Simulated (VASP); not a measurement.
Input of a VASP 6.6.1 run:

INCAR

```
PREC     = Accurate       # precision mode
ENCUT    = 520            # plane-wave cutoff, eV
EDIFF    = 1E-6           # SCF threshold, eV
ISMEAR   = 0              # smearing method
SIGMA    = 0.05           # smearing width, eV
LREAL    = F              # projectors in reciprocal space
LASPH    = T              # aspherical terms in the spheres
NELM     = 200            # most SCF steps
ALGO     = Normal         # electronic algorithm
ISIF     = 2              # what is computed and relaxed
LWAVE    = F              # write WAVECAR
LCHARG   = F              # write CHGCAR
ISPIN    = 2              # spin polarisation
MAGMOM   = 0.5 0.5        # initial moments
LORBIT   = 11             # projections on sites
GGA      = PS             # functional
NBANDS   = 15             # bands
GGA_COMPAT= F
```

Contents of KPOINTS:

```
regular mesh
0
Gamma
  1 1 21
```

Contents of POSCAR:

```
AlN
1.0
    9.8000000000      0.0000000000      0.0000000000
    0.0000000000      9.3000000000      0.0000000000
    0.0000000000      0.0000000000      3.3674280847
Al N
1 1
Direct
    0.4999859798      0.5000000000      0.0000000000
    0.5000140202      0.5000000000      0.5000000000
```

Potentials or basis: VASP PAW PBE potentials, release 64 (Al, N).

Command:

```bash
$ cat potpaw_PBE.64/Al/POTCAR potpaw_PBE.64/N/POTCAR > POTCAR
$ mpirun -np 1 vasp_std > vasp.out
```

**Question.** Predict the net moment.

**Answer.** 0.00 μB per cell.

**Question.** Estimate the band gap on the k mesh.

**Answer.** 2.46 eV (least direct gap 3.45 eV).
